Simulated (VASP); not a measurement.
# HfO2 (R-3m) in VASP: further runs, part 2 of 2

VASP 6.6.1. The steps go on from the part before.

## 5. Single point, PBEsol

This run uses another cell than the first one, of 11.27 Å³/atom, 1.026 times its volume.

INCAR

```
PREC = Accurate
ENCUT = 520
EDIFF = 1E-6
ISMEAR = 0
SIGMA = 0.05
LREAL = False
LASPH = True
NELM = 80
ALGO = Normal
ISIF = 2
LWAVE = False
LCHARG = False
GGA = PS
NBANDS = 18
```

KPOINTS

```
regular mesh
0
Gamma
  8 8 8
```

POSCAR

```
HfO2
1.0
   -0.0683121971      2.5324059672      2.5324059672
    2.5324059672     -0.0683121971      2.5324059672
    2.5324059672      2.5324059672     -0.0683121971
Hf O
1 2
Direct
    0.0000000000      0.0000000000      0.0000000000
    0.2500000000      0.2500000000      0.2500000000
    0.7500000000      0.7500000000      0.7500000000
```

Potentials or basis: VASP PAW PBE potentials, release 64 (Hf_pv, O).

Command:

```sh
$ cat potpaw_PBE.64/Hf_pv/POTCAR potpaw_PBE.64/O/POTCAR > POTCAR
$ mpirun -np 1 vasp_std > vasp.out
```

OUTCAR:

```text
PREC = Accurate
   ENCUT = 520
   EDIFF = 1E-6
   ISMEAR = 0
   LREAL = False
   LASPH = True
   NELM = 80
   ISIF = 2
   GGA = PS

 ion  position               nearest neighbor table
   1  0.000  0.000  0.000-   2 2.16   3 2.16   3 2.24   3 2.24   3 2.24   2 2.24   2 2.24   2 2.24

   2  0.250  0.250  0.250-   1 2.16   1 2.24   1 2.24   1 2.24
   3  0.750  0.750  0.750-   1 2.16   1 2.24   1 2.24   1 2.24

  LATTYP: Found a trigonal (rhomboedric) cell.
 ALAT       =     3.5820143106
 COS(alpha) =     0.4728527458

  Lattice vectors:

 A1 = (  -0.0683121971,   2.5324059672,   2.5324059672)
 A2 = (   2.5324059672,  -0.0683121971,   2.5324059672)
 A3 = (   2.5324059672,   2.5324059672,  -0.0683121971)

Analysis of symmetry for initial positions (statically):
=====================================================================
 Subroutine PRICEL returns:
 Original cell was already a primitive cell.

 Routine SETGRP: Setting up the symmetry group for a
 trigonal (rhombohedral) supercell.

[... 161 lines left out ...]
  ---------------------------------------------------
  ext. energy  EPLUGINS =         0.00000000
  ---------------------------------------------------
  free energy    TOTEN  =       -31.51077591 eV

  energy without entropy =      -31.51077591  energy(sigma->0) =      -31.51077591

 E-fermi :   4.0487     XC(G=0): -11.9094

 val. band max:        3.8111021513   @ k =   0.5000   0.5000  -0.0000
 cond. band min:       7.4050874697   @ k =   0.5000   0.5000  -0.0000
 fundamental gap:      3.5939853184
 Fermi energy:         4.0487297814

 k-point     1 :       0.0000    0.0000    0.0000
  band No.  band energies     occupation
      1     -25.9751      2.00000
      2     -25.9751      2.00000
      3     -25.9578      2.00000
      4     -14.6447      2.00000
      5     -11.7259      2.00000
      6      -1.3874      2.00000
[... 481 lines left out ...]
      5     -12.4169      2.00000
      6      -0.8674      2.00000
[... 10 lines left out ...]
     17      13.5818      0.00000
     18      15.8503      0.00000

 [... further k-points ...]
[... 5 lines left out ...]
  --------------------------------------------------------------------------------------
  -------------------------------------------------------------------------------------
  Total       -3.1981039     -3.1981039     -3.1981039      0.4554296      0.4554296      0.4554296
  in kB     -151.6179784   -151.6179784   -151.6179784     21.5913304     21.5913304     21.5913304
  external PRESSURE =    -151.6179784 kB  Pullay stress =       0.0000000 kB

 VOLUME and BASIS-vectors are now :
 -----------------------------------------------------------------------------
  energy-cutoff  :      520.00
  volume of cell :       33.80
      direct lattice vectors                 reciprocal lattice vectors
    -0.068312197  2.532405967  2.532405967    -0.189626082  0.194883095  0.194883095
     2.532405967 -0.068312197  2.532405967     0.194883095 -0.189626082  0.194883095
     2.532405967  2.532405967 -0.068312197     0.194883095  0.194883095 -0.189626082

 POSITION                                       TOTAL-FORCE (eV/Angst)
 -----------------------------------------------------------------------------------
      0.00000      0.00000      0.00000        -0.000000      0.000000      0.000000
      1.24912      1.24912      1.24912         0.153040      0.153040      0.153040
      3.74737      3.74737      3.74737        -0.153040     -0.153040     -0.153040
 -----------------------------------------------------------------------------------
    total drift:                                0.000000      0.000000      0.000000

  FREE ENERGIE OF THE ION-ELECTRON SYSTEM (eV)
  ---------------------------------------------------
  free  energy   TOTEN  =       -31.5107759113 eV

  energy  without entropy=      -31.5107759113  energy(sigma->0) =      -31.51077591
```

Run time: 16 s. Hardware: 1 thread of Intel Xeon 6975P-C (Granite Rapids), shared host; peak memory 0.17 GiB.

What came out:

* Free energy: -31.5108 eV
* Pressure: -15.2 GPa
* Largest force: 0.265 eV/Å
* Band gap on the k mesh: 3.59 eV, direct

Forces on the atoms (eV/Å):
```
Hf   0.000  0.000  0.000
O    0.153  0.153  0.153
O   -0.153 -0.153 -0.153
```

Stress tensor (GPa, compression positive):
```
-15.16   2.16   2.16
  2.16 -15.16   2.16
  2.16   2.16 -15.16
```

Caveat: the PAW data sets were made with another functional, which shifts forces and pressure a little; spin-orbit coupling is left out, which moves the levels of the heavy elements.

## 6. Single point, PBEsol

This run uses another cell than the first one, of 11.55 Å³/atom, 1.052 times its volume.

INCAR

```
SYSTEM = HfO2
ALGO = Normal
EDIFF = 1E-7
ENCUT = 520
GGA = PS
ISIF = 2
ISMEAR = 0
LASPH = .TRUE.
LCHARG = .FALSE.
LREAL = .FALSE.
LWAVE = .FALSE.
NBANDS = 18
NELM = 80
PREC = Accurate
SIGMA = 0.05
```

KPOINTS

```
k-points
0
G
  8 8 8
  0 0 0
```

POSCAR

```
HfO2
1.0
    0.0697877670      2.6229987530      2.6229987530
    2.6229987530      0.0697877670      2.6229987530
    2.6229987530      2.6229987530      0.0697877670
Hf O
1 2
Direct
    0.0000000000      0.0000000000      0.0000000000
    0.2500000000      0.2500000000      0.2500000000
    0.7500000000      0.7500000000      0.7500000000
```

Potentials or basis: VASP PAW PBE potentials, release 64 (Hf_pv, O).

Command:

```sh
$ cat potpaw_PBE.64/Hf_pv/POTCAR potpaw_PBE.64/O/POTCAR > POTCAR
$ mpirun -np 1 vasp_std > vasp.out
```

OUTCAR:

```text
SYSTEM = HfO2
   EDIFF = 1E-7
   ENCUT = 520
   GGA = PS
   ISIF = 2
   ISMEAR = 0
   LASPH = .TRUE.
   LREAL = .FALSE.
   NELM = 80
   PREC = Accurate

 ion  position               nearest neighbor table
   1  0.000  0.000  0.000-   3 2.22   3 2.22   3 2.22   2 2.22   2 2.22   2 2.22   3 2.30   2 2.30

   2  0.250  0.250  0.250-   1 2.22   1 2.22   1 2.22   1 2.30
   3  0.750  0.750  0.750-   1 2.22   1 2.22   1 2.22   1 2.30

  LATTYP: Found a trigonal (rhomboedric) cell.
 ALAT       =     3.7101368235
 COS(alpha) =     0.5264197777

  Lattice vectors:

 A1 = (   0.0697877670,   2.6229987530,   2.6229987530)
 A2 = (   2.6229987530,   0.0697877670,   2.6229987530)
 A3 = (   2.6229987530,   2.6229987530,   0.0697877670)

Analysis of symmetry for initial positions (statically):
=====================================================================
 Subroutine PRICEL returns:
 Original cell was already a primitive cell.

 Routine SETGRP: Setting up the symmetry group for a
 trigonal (rhombohedral) supercell.

[... 160 lines left out ...]
 Free energy of the ion-electron system (eV)
  ---------------------------------------------------
  ext. energy  EPLUGINS =         0.00000000
  ---------------------------------------------------
  free energy    TOTEN  =       -31.42046268 eV

  energy without entropy =      -31.42046268  energy(sigma->0) =      -31.42046268

 E-fermi :   3.9162     XC(G=0): -11.7774

 val. band max:        3.6046390111   @ k =   0.5000   0.5000  -0.0000
 cond. band min:       7.1318082899   @ k =   0.5000   0.5000  -0.0000
 fundamental gap:      3.5271692788
 Fermi energy:         3.9161974383

 k-point     1 :       0.0000    0.0000    0.0000
  band No.  band energies     occupation
      1     -26.3126      2.00000
      2     -26.2819      2.00000
      3     -26.2819      2.00000
      4     -14.6986      2.00000
      5     -11.9040      2.00000
      6      -1.4677      2.00000
[... 481 lines left out ...]
      5     -12.5234      2.00000
      6      -1.0512      2.00000
[... 10 lines left out ...]
     17      12.7891      0.00000
     18      15.6293      0.00000

 [... further k-points ...]
[... 5 lines left out ...]
  --------------------------------------------------------------------------------------
  -------------------------------------------------------------------------------------
  Total       -4.3345723     -4.3345723     -4.3345723     -0.2831188     -0.2831188     -0.2831188
  in kB     -200.4084353   -200.4084353   -200.4084353    -13.0899637    -13.0899637    -13.0899637
  external PRESSURE =    -200.4084353 kB  Pullay stress =       0.0000000 kB

 VOLUME and BASIS-vectors are now :
 -----------------------------------------------------------------------------
  energy-cutoff  :      520.00
  volume of cell :       34.65
      direct lattice vectors                 reciprocal lattice vectors
     0.069787767  2.622998753  2.622998753    -0.198402797  0.193260879  0.193260879
     2.622998753  0.069787767  2.622998753     0.193260879 -0.198402797  0.193260879
     2.622998753  2.622998753  0.069787767     0.193260879  0.193260879 -0.198402797

 POSITION                                       TOTAL-FORCE (eV/Angst)
 -----------------------------------------------------------------------------------
      0.00000      0.00000      0.00000        -0.000000      0.000000      0.000000
      1.32895      1.32895      1.32895        -0.066194     -0.066194     -0.066194
      3.98684      3.98684      3.98684         0.066194      0.066194      0.066194
 -----------------------------------------------------------------------------------
    total drift:                                0.000000      0.000000      0.000000

  FREE ENERGIE OF THE ION-ELECTRON SYSTEM (eV)
  ---------------------------------------------------
  free  energy   TOTEN  =       -31.4204626836 eV

  energy  without entropy=      -31.4204626836  energy(sigma->0) =      -31.42046268
```

stdout:

```text
POSCAR found type information on POSCAR HfO
 POSCAR found :  2 types and       3 ions
 scaLAPACK will be used
 -----------------------------------------------------------------------------
|                                                                             |
|                                                                             |
|     You enforced a specific xc type in the INCAR file but a different       |
|     I HOPE YOU KNOW WHAT YOU ARE DOING!                                     |
|                                                                             |
 -----------------------------------------------------------------------------

 LDA part: xc-table for (Slater+PW92), standard interpolation
 POSCAR, INCAR and KPOINTS ok, starting setup
 FFT: planning ... GRIDC
 FFT: planning ... GRID_SOFT
 FFT: planning ... GRID
 WAVECAR not read
 entering main loop
```

Wall time 17 s (1 thread of Intel Xeon 6975P-C (Granite Rapids), shared host); peak memory 0.18 GiB.

What came out:

| Quantity | Value |
| --- | --- |
| Free energy | -31.4205 eV |
| Pressure | -20.0 GPa |
| Largest force | 0.115 eV/Å |
| Band gap on the k mesh | 3.53 eV, direct |

Forces in eV/Å, atoms in the order of the input:
```
Hf   0.000  0.000  0.000
O   -0.066 -0.066 -0.066
O    0.066  0.066  0.066
```

Caveat: the PAW data sets were made with another functional, which shifts forces and pressure a little; spin-orbit coupling is left out, which moves the levels of the heavy elements.

## 7. Overview

| cell | gap on the mesh (eV) | pressure (GPa) | largest force (eV/Å) |
| --- | --- | --- | --- |
| a = 3.648 Å, angles 58.2°, 3 atoms | 3.66 | -9.7 | 0.22 |
| a = 3.552 Å, angles 61.8°, 3 atoms | 3.66 | -9.6 | 0.33 |
| a = 3.679 Å, angles 58.2°, 3 atoms | 3.59 | -15.2 | 0.17 |
| a = 3.582 Å, angles 61.8°, 3 atoms | 3.59 | -15.2 | 0.27 |
| a = 3.710 Å, angles 58.2°, 3 atoms | 3.53 | -20.0 | 0.11 |

Alike in all rows: task single point; level PBEsol; potentials or basis VASP PAW PBE potentials, release 64 (Hf_pv, O); no spin polarisation; k mesh 8 × 8 × 8; cutoff (eV) 520; smearing gaussian 0.05 eV.

Caveats: the PAW data sets were made with another functional, which shifts forces and pressure a little; spin-orbit coupling is left out, which moves the levels of the heavy elements.

Total energies depend on the potentials used, so only differences within one code and one set of settings carry meaning.
